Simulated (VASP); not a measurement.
# Ge (Imma) in VASP: further runs

Ge is run at these levels: PBE; tasks: electric field gradients.

Program: VASP 6.6.1. These are calculated values, not measurements. Logs are shortened: lines on timing, memory, paths and dates and some standing lists are left out, and cuts for length are marked.

### 1 The cell of the first run

It takes space group Imma (No. 74, orthorhombic). Conventional cell: a = 3.980 Å, b = 4.020 Å, c = 5.658 Å, α = 90.00°, β = 90.00°, γ = 90.00°. Ge (site symmetry mm2) has 4 Ge at 2.44 to 2.46 Å within 3.2 Å.

### 2 Electric field gradients, PBE (xy shear strain of +1 %)

Input file INCAR:

```
SYSTEM = Ge
PREC = Accurate
ENCUT = 520
EDIFF = 1E-8
ISMEAR = -1
SIGMA = 0.05
LREAL = .FALSE.
LASPH = .TRUE.
NELM = 100
ALGO = Normal
ISIF = 2
LWAVE = .FALSE.
LCHARG = .FALSE.
GGA = PE
LEFG = .TRUE.
NBANDS = 21
```

Input file KPOINTS:

```
regular mesh
0
G
  10 10 10
  0 0 0
```

Input file POSCAR:

```
Ge
1.0
    0.0141438500      2.8287700000      2.8287700000
    2.8287700000      0.0141438500      2.8287700000
    2.8429138500      2.8429138500      0.0000000000
Ge
2
Direct
    0.5000000000      0.5000000000      0.5000000000
    0.7500000000      0.7500000000      0.7500000000
```

Potentials or basis: VASP PAW PBE potentials, release 64 (Ge_d).

The run is started by

```
$ cat potpaw_PBE.64/Ge_d/POTCAR > POTCAR
$ mpirun -np 1 vasp_std > vasp.out
```

OUTCAR:

```text
SYSTEM = Ge
   PREC = Accurate
   ENCUT = 520
   EDIFF = 1E-8
   ISMEAR = -1
   LREAL = .FALSE.
   LASPH = .TRUE.
   NELM = 100
   ISIF = 2
   GGA = PE

 ion  position               nearest neighbor table
   1  0.500  0.500  0.500-   2 2.44   2 2.44   2 2.46   2 2.46
   2  0.750  0.750  0.750-   1 2.44   1 2.44   1 2.46   1 2.46

  LATTYP: Found a body centered orthorhombic cell.
 ALAT       =     3.9804824743
 B/A-ratio  =     1.0100502513
 C/A-ratio  =     1.4213201632

  Lattice vectors:

 A1 = (   2.8287700000,   0.0141438500,  -2.8287700000)
 A2 = (  -2.8287700000,  -0.0141438500,  -2.8287700000)
 A3 = (   0.0141438500,   2.8287700000,   2.8287700000)

Analysis of symmetry for initial positions (statically):
=====================================================================
 Subroutine PRICEL returns:
 Original cell was already a primitive cell.

 Routine SETGRP: Setting up the symmetry group for a
 body centered orthorhombic supercell.

 Subroutine GETGRP returns: Found  8 space group operations
 (whereof  4 operations were pure point group operations)
 out of a pool of  8 trial point group operations.

The static configuration has the point symmetry C_2v.
 The point group associated with its full space group is D_2h.

Analysis of symmetry for dynamics (positions and initial velocities):
=====================================================================
 Subroutine PRICEL returns:
 Original cell was already a primitive cell.

 Routine SETGRP: Setting up the symmetry group for a
 body centered orthorhombic supercell.

 Subroutine GETGRP returns: Found  8 space group operations
 (whereof  4 operations were pure point group operations)
 out of a pool of  8 trial point group operations.

The dynamic configuration has the point symmetry C_2v.
 The point group associated with its full space group is D_2h.

 Subroutine INISYM returns: Found  8 space group operations
 (whereof  4 operations are pure point group operations),
 and found     1 'primitive' translations

----------------------------------------------------------------------------------------

                                     Primitive cell

[... 122 lines left out ...]
  energy-cutoff  :      520.00
  volume of cell :       45.27
 maximum number of plane-waves:      1243
 NGX is ok and might be reduce to    30
   NGX = 15   NGY = 15   NGZ = 15

 number of electron      28.0000021 magnetization

 Free energy of the ion-electron system (eV)
  ---------------------------------------------------
  ext. energy  EPLUGINS =         0.00000000
  ---------------------------------------------------
  free energy    TOTEN  =        -9.00543571 eV

  energy without entropy =       -9.00495899  energy(sigma->0) =       -9.00519735

 E-fermi :   5.0391     XC(G=0):  -9.9253

 val. band max:        5.0268939387   @ k =   0.0000   0.0000   0.0000
 cond. band min:       5.1385277055   @ k =   0.5000  -0.0000   0.0000
 fundamental gap:      0.1116337668
 Fermi energy:         5.0390651919

 k-point     1 :       0.0000    0.0000    0.0000
  band No.  band energies     occupation
      1     -19.8267      2.00000
      2     -19.8213      2.00000
      3     -19.8160      2.00000
      4     -19.7852      2.00000
      5     -19.7851      2.00000
      6     -19.5797      2.00000
[... 565 lines left out ...]
     20      16.6673      0.00000
     21      16.7455      0.00000

 [... further k-points ...]

------------------------ aborting loop because EDIFF is reached ----------------------------------------

  FORCE on cell =-STRESS in cart. coord.  units (eV):
  Direction    XX          YY          ZZ          XY          YZ          ZX
  --------------------------------------------------------------------------------------
  -------------------------------------------------------------------------------------
  Total        1.0186926      1.0186926      1.0175681     -0.2425220      0.0000000      0.0000000
  in kB       36.0530231     36.0530231     36.0132240     -8.5832085      0.0000000      0.0000000
  external PRESSURE =      36.0397568 kB  Pullay stress =       0.0000000 kB

 VOLUME and BASIS-vectors are now :
 -----------------------------------------------------------------------------
  energy-cutoff  :      520.00
  volume of cell :       45.27
      direct lattice vectors                 reciprocal lattice vectors
     0.014143850  2.828770000  2.828770000    -0.177643486  0.177643486  0.176755268
     2.828770000  0.014143850  2.828770000     0.177643486 -0.177643486  0.176755268
     2.842913850  2.842913850  0.000000000     0.175875889  0.175875889 -0.176755268

 POSITION                                       TOTAL-FORCE (eV/Angst)
 -----------------------------------------------------------------------------------
      2.84291      2.84291      2.82877         0.000000      0.000000      0.092295
      4.26437      4.26437      4.24315         0.000000      0.000000     -0.092295
 -----------------------------------------------------------------------------------
    total drift:                                0.000000     -0.000000     -0.000000

  FREE ENERGIE OF THE ION-ELECTRON SYSTEM (eV)
  ---------------------------------------------------
  free  energy   TOTEN  =        -9.0054357095 eV

  energy  without entropy=       -9.0049589921  energy(sigma->0) =       -9.00519735

 Electric field gradients (V/A^2)
---------------------------------------------------------------------
 ion       V_xx      V_yy      V_zz      V_xy      V_xz      V_yz
---------------------------------------------------------------------
   1      -0.008    -0.008     0.017     4.890     0.004     0.004
   2      -0.008    -0.008     0.017     4.890     0.004     0.004
---------------------------------------------------------------------

 Electric field gradients after diagonalization (V/A^2)
 (convention: |V_zz| > |V_xx| > |V_yy|)
----------------------------------------------------------------------
 ion       V_xx      V_yy      V_zz     asymmetry (V_yy - V_xx)/ V_zz
----------------------------------------------------------------------
   1       4.881     0.017    -4.898       0.993
   2       4.881     0.017    -4.898       0.993
----------------------------------------------------------------------

           NMR quadrupolar parameters

 Cq : quadrupolar parameter    Cq=e*Q*V_zz/h
 eta: asymmetry parameters     (V_yy - V_xx)/ V_zz
 Q  : nuclear electric quadrupole moment in mb (millibarn)
----------------------------------------------------------------------
 ion       Cq(MHz)       eta       Q (mb)
----------------------------------------------------------------------
   1      -0.012       0.993       1.000
   2      -0.012       0.993       1.000
----------------------------------------------------------------------
```

stdout:

```text
POSCAR found type information on POSCAR Ge
 POSCAR found :  1 types and       2 ions
 scaLAPACK will be used
 LDA part: xc-table for (Slater+PW92), standard interpolation
 POSCAR, INCAR and KPOINTS ok, starting setup
 FFT: planning ... GRIDC
 FFT: planning ... GRID_SOFT
 FFT: planning ... GRID
 WAVECAR not read
 entering main loop
ion   1

ion   2
```

Run time: 87 s. Hardware: 1 thread of Intel Xeon Platinum 8488C (Sapphire Rapids), shared host; peak memory 0.25 GiB.

Results:

```
Free energy   : -9.0054 eV
Pressure      : 3.6 GPa
Largest force : 0.092 eV/Å
```

Forces on the atoms (eV/Å):
```
Ge   0.000  0.000  0.092
Ge   0.000  0.000 -0.092
```

Electric field gradients, principal values (V/Å²):
```
atom  least  middle  greatest (by size)
1 Ge  0.017   4.881              -4.898
2 Ge  0.017   4.881              -4.898
```

Caveat: the cell differs from its parent crystal (xy shear strain of +1 %); without QUAD_EFG the Cq values of the log hold for a quadrupole moment of 1 mb, not for the nuclei.

### 3 Electric field gradients, PBE (xy shear strain of +1 %)

Input file INCAR:

```
ALGO = Normal ; EDIFF = 1E-8
ENCUT = 520 ; GGA = PE
ISIF = 2 ; ISMEAR = -1
LASPH = T ; LCHARG = F
LEFG = T ; LREAL = F
LWAVE = F ; NBANDS = 21
NELM = 60 ; PREC = Accurate
SIGMA = 0.05
```

Input file KPOINTS:

```
k-points
0
Gamma
  10 10 10
```

POSCAR is that of step 2.

Potentials or basis: VASP PAW PBE potentials, release 64 (Ge_d).

The run is started by

```
$ cat potpaw_PBE.64/Ge_d/POTCAR > POTCAR
$ mpirun -np 1 vasp_std > vasp.out
```

OUTCAR:

```text
EDIFF = 1E-8
   ENCUT = 520
   GGA = PE
   ISIF = 2
   ISMEAR = -1
   LASPH = T
   LREAL = F
   NELM = 60
   PREC = Accurate

 ion  position               nearest neighbor table
   1  0.500  0.500  0.500-   2 2.44   2 2.44   2 2.46   2 2.46
   2  0.750  0.750  0.750-   1 2.44   1 2.44   1 2.46   1 2.46

  LATTYP: Found a body centered orthorhombic cell.
 ALAT       =     3.9804824743
 B/A-ratio  =     1.0100502513
 C/A-ratio  =     1.4213201632

  Lattice vectors:

 A1 = (   2.8287700000,   0.0141438500,  -2.8287700000)
 A2 = (  -2.8287700000,  -0.0141438500,  -2.8287700000)
 A3 = (   0.0141438500,   2.8287700000,   2.8287700000)

Analysis of symmetry for initial positions (statically):
=====================================================================
 Subroutine PRICEL returns:
 Original cell was already a primitive cell.

 Routine SETGRP: Setting up the symmetry group for a
 body centered orthorhombic supercell.

 Subroutine GETGRP returns: Found  8 space group operations
 (whereof  4 operations were pure point group operations)
 out of a pool of  8 trial point group operations.

The static configuration has the point symmetry C_2v.
 The point group associated with its full space group is D_2h.

Analysis of symmetry for dynamics (positions and initial velocities):
=====================================================================
 Subroutine PRICEL returns:
 Original cell was already a primitive cell.

 Routine SETGRP: Setting up the symmetry group for a
 body centered orthorhombic supercell.

 Subroutine GETGRP returns: Found  8 space group operations
 (whereof  4 operations were pure point group operations)
 out of a pool of  8 trial point group operations.

The dynamic configuration has the point symmetry C_2v.
 The point group associated with its full space group is D_2h.

 Subroutine INISYM returns: Found  8 space group operations
 (whereof  4 operations are pure point group operations),
 and found     1 'primitive' translations

----------------------------------------------------------------------------------------

                                     Primitive cell

  volume of cell :      45.2702

  direct lattice vectors                    reciprocal lattice vectors
     0.014143850  2.828770000  2.828770000    -0.177643486  0.177643486  0.176755268
     2.828770000  0.014143850  2.828770000     0.177643486 -0.177643486  0.176755268
     2.842913850  2.842913850  0.000000000     0.175875889  0.175875889 -0.176755268

  length of vectors
     4.000509902  4.000509902  4.020487323     0.307175586  0.307175586  0.305134530

  position of ions in fractional coordinates (direct lattice)
     0.500000000  0.500000000  0.500000000
     0.750000000  0.750000000  0.750000000

  ion indices of the primitive-cell ions
   primitive index   ion index
                 1           1
                 2           2

----------------------------------------------------------------------------------------

 KPOINTS: k-points

Automatic generation of k-mesh.
[... 67 lines left out ...]
   LREAL  =      F    real-space projection
   EDIFFG = 0.1E-06   stopping-criterion for IOM
   NSW    =      0    number of steps for IOM
   IBRION =     -1    ionic relax: 0-MD 1-quasi-New 2-CG
   NFREE  =      0    steps in history (QN), initial steepest desc. (CG)
   ISIF   =      2    stress and relaxation
   ISYM   =      2    0-nonsym 1-usesym 2-fastsym
   POTIM  = 0.5000    time-step for ionic-motion
   TEBEG  =    0.0;   TEEND  =   0.0 temperature during run
   PSTRESS=    0.0 pullay stress
   NELECT =      28.0000    total number of electrons
   NUPDOWN=      -1.0000    fix difference up-down
   EMIN   =  10.00;   EMAX   =-10.00  energy-range for DOS
   EFERMI =   0.00;   METHOD = LEGACY
   ISMEAR =    -1;   SIGMA  =   0.05  broadening in eV -4-tet -1-fermi 0-gaus
   EFERMI_NEDOS =   21; number of points for ismear=-14 and -15
   IALGO  =     38    algorithm
   IMIX   =      4    mixing-type and parameters
     AMIX     =   0.40;   BMIX     =  1.00
     AMIX_MAG =   1.60;   BMIX_MAG =  1.00
  volume/ion in A,a.u.               =      22.64       152.75
  Fermi-wavevector in a.u.,A,eV,Ry     =   1.394837  2.635860 26.471094  1.945571
  Thomas-Fermi vector in A             =   2.518347
   LORBIT       =      0    0 simple, 1 ext, 2 COOP (PROOUT), +10 PAW based schemes
   GGA     = PE    functional components
   LHFCALC =     F    Hartree Fock is set to
   AEXX    =    0.0000 exact exchange contribution
   IVDW    =     0    specifies the selected vdW correction
   LEPSILON=     F    determine dielectric tensor
   LRPA    =     F    only Hartree local field effects (RPA)
 non-spin polarized calculation
  energy-cutoff  :      520.00
  volume of cell :       45.27
 maximum number of plane-waves:      1243
 NGX is ok and might be reduce to    30
   NGX = 15   NGY = 15   NGZ = 15

 number of electron      28.0000021 magnetization

 Free energy of the ion-electron system (eV)
  ---------------------------------------------------
  ext. energy  EPLUGINS =         0.00000000
  ---------------------------------------------------
  free energy    TOTEN  =        -9.00543571 eV

  energy without entropy =       -9.00495899  energy(sigma->0) =       -9.00519735

 E-fermi :   5.0391     XC(G=0):  -9.9253

 val. band max:        5.0268939387   @ k =   0.0000   0.0000   0.0000
 cond. band min:       5.1385277055   @ k =   0.5000  -0.0000   0.0000
 fundamental gap:      0.1116337668
 Fermi energy:         5.0390651919

 k-point     1 :       0.0000    0.0000    0.0000
  band No.  band energies     occupation
      1     -19.8267      2.00000
      2     -19.8213      2.00000
      3     -19.8160      2.00000
      4     -19.7852      2.00000
      5     -19.7851      2.00000
      6     -19.5797      2.00000
[... 565 lines left out ...]
     20      16.6673      0.00000
     21      16.7455      0.00000

 [... further k-points ...]
[... 5 lines left out ...]
  --------------------------------------------------------------------------------------
  -------------------------------------------------------------------------------------
  Total        1.0186926      1.0186926      1.0175681     -0.2425220      0.0000000      0.0000000
  in kB       36.0530231     36.0530231     36.0132240     -8.5832085      0.0000000      0.0000000
  external PRESSURE =      36.0397568 kB  Pullay stress =       0.0000000 kB

 VOLUME and BASIS-vectors are now :
 -----------------------------------------------------------------------------
  energy-cutoff  :      520.00
  volume of cell :       45.27
      direct lattice vectors                 reciprocal lattice vectors
     0.014143850  2.828770000  2.828770000    -0.177643486  0.177643486  0.176755268
     2.828770000  0.014143850  2.828770000     0.177643486 -0.177643486  0.176755268
     2.842913850  2.842913850  0.000000000     0.175875889  0.175875889 -0.176755268

 POSITION                                       TOTAL-FORCE (eV/Angst)
 -----------------------------------------------------------------------------------
      2.84291      2.84291      2.82877         0.000000      0.000000      0.092295
      4.26437      4.26437      4.24315         0.000000      0.000000     -0.092295
 -----------------------------------------------------------------------------------
    total drift:                                0.000000     -0.000000     -0.000000

  FREE ENERGIE OF THE ION-ELECTRON SYSTEM (eV)
  ---------------------------------------------------
  free  energy   TOTEN  =        -9.0054357095 eV

  energy  without entropy=       -9.0049589921  energy(sigma->0) =       -9.00519735

 Electric field gradients (V/A^2)
---------------------------------------------------------------------
 ion       V_xx      V_yy      V_zz      V_xy      V_xz      V_yz
---------------------------------------------------------------------
   1      -0.008    -0.008     0.017     4.890     0.004     0.004
   2      -0.008    -0.008     0.017     4.890     0.004     0.004
---------------------------------------------------------------------

 Electric field gradients after diagonalization (V/A^2)
 (convention: |V_zz| > |V_xx| > |V_yy|)
----------------------------------------------------------------------
 ion       V_xx      V_yy      V_zz     asymmetry (V_yy - V_xx)/ V_zz
----------------------------------------------------------------------
   1       4.881     0.017    -4.898       0.993
   2       4.881     0.017    -4.898       0.993
----------------------------------------------------------------------

           NMR quadrupolar parameters

 Cq : quadrupolar parameter    Cq=e*Q*V_zz/h
 eta: asymmetry parameters     (V_yy - V_xx)/ V_zz
 Q  : nuclear electric quadrupole moment in mb (millibarn)
----------------------------------------------------------------------
 ion       Cq(MHz)       eta       Q (mb)
----------------------------------------------------------------------
   1      -0.012       0.993       1.000
   2      -0.012       0.993       1.000
----------------------------------------------------------------------
```

Run time: 92 s. Hardware: 1 thread of Intel Xeon Platinum 8488C (Sapphire Rapids), shared host; peak memory 0.25 GiB.

Results:

```
Free energy   : -9.0054 eV
Pressure      : 3.6 GPa
Largest force : 0.092 eV/Å
```

Forces in eV/Å, atoms in the order of the input:
```
Ge   0.000  0.000  0.092
Ge   0.000  0.000 -0.092
```

Electric field gradients, principal values (V/Å²):
| atom | least | middle | greatest (by size) |
| --- | --- | --- | --- |
| 1 Ge | 0.017 | 4.881 | -4.898 |
| 2 Ge | 0.017 | 4.881 | -4.898 |

Caveat: the cell differs from its parent crystal (xy shear strain of +1 %); without QUAD_EFG the Cq values of the log hold for a quadrupole moment of 1 mb, not for the nuclei.
